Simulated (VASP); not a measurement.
Here is a VASP 6.6.1 calculation.

Contents of INCAR:

```
PREC = Accurate
ENCUT = 520
EDIFF = 1E-7
ISMEAR = 0
SIGMA = 0.1
LREAL = F
LASPH = T
NELM = 150
ALGO = Normal
ISIF = 2
LWAVE = F
LCHARG = F
ISPIN = 2
MAGMOM = 3.5 0
LORBIT = 11
LMAXMIX = 4
GGA = PS
NBANDS = 21
```

File KPOINTS:

```
Automatic mesh
0
Gamma
  14 14 14
```

POSCAR

```
MoSe
1.0
    3.3912114212      0.0000000000      0.0000000000
    0.0000000000      3.3912114212      0.0000000000
    0.0000000000      0.0000000000      3.3912114212
Mo Se
1 1
Direct
    0.0000000000      0.0000000000      0.0000000000
    0.5000000000      0.5000000000      0.5000000000
```

Potentials or basis: VASP PAW PBE potentials, release 64 (Mo_sv, Se).

Command:

```console
$ cat potpaw_PBE.64/Mo_sv/POTCAR potpaw_PBE.64/Se/POTCAR > POTCAR
$ mpirun -np 1 vasp_std > vasp.out
```

Task: Estimate the net moment.

Result: 1.29 μB per cell.

Task: Predict the site moments.

Result: Mo +1.16; Se -0.05 μB.

Caveat: the cell stands under tension.
